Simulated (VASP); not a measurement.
A run of VASP 6.6.1:

File INCAR:

```
SYSTEM = In2P2F
PREC     = Accurate       ! precision mode
ENCUT    = 520            ! plane-wave cutoff, eV
EDIFF    = 1E-6           ! SCF threshold, eV
ISMEAR   = 0              ! smearing method
SIGMA    = 0.05           ! smearing width, eV
LREAL    = .False.        ! projectors in reciprocal space
LASPH    = .True.         ! aspherical terms in the spheres
NELM     = 200            ! most SCF steps
ALGO     = Normal         ! electronic algorithm
ISIF     = 2              ! what is computed and relaxed
LWAVE    = .False.        ! write WAVECAR
LCHARG   = .False.        ! write CHGCAR
ISPIN    = 2              ! spin polarisation
MAGMOM   = 0 0 0 0 1      ! initial moments
LORBIT   = 11             ! projections on sites
LDIPOL   = .True.       
IDIPOL   = 3            
DIPOL    = 0.5 0.5 0.349
GGA      = PE             ! functional
NBANDS   = 34             ! bands
GGA_COMPAT= .False.      
NELMDL   = -8           
KPAR     = 4
```

The input KPOINTS:

```
Automatic mesh
0
Gamma
  9 9 1
  0 0 0
```

The input POSCAR:

```
In2P2F
1.0
    4.2146139046      0.0000000000      0.0000000000
   -2.1073069523      3.6499627085      0.0000000000
    0.0000000000      0.0000000000     19.7850746821
P In F
2 2 1
Direct
    0.0000000000      0.0000000000      0.2021726005
    0.3333333333      0.6666666667      0.3884459110
    0.3333333333      0.6666666667      0.2456550980
    0.6666666667      0.3333333333      0.4187537735
    0.6666666667      0.7777777778      0.4890134672
```

Potentials or basis: VASP PAW PBE potentials, release 64 (P, In_d, F).

Run with:

```console
$ cat potpaw_PBE.64/P/POTCAR potpaw_PBE.64/In_d/POTCAR potpaw_PBE.64/F/POTCAR > POTCAR
$ mpirun -np 4 vasp_std > vasp.out
```

Hardware: 4 MPI ranks on Intel(R) Xeon(R) Platinum 8375C CPU @ 2.90GHz (Ice Lake) (shared host).

Problem. Estimate the wall time of this run.

Solution. Run time: 6.7 min on 4 MPI ranks on Intel(R) Xeon(R) Platinum 8375C CPU @ 2.90GHz (Ice Lake) (shared host), peak memory 0.92 GiB a rank. Counts: scf iterations 32, k points 41.
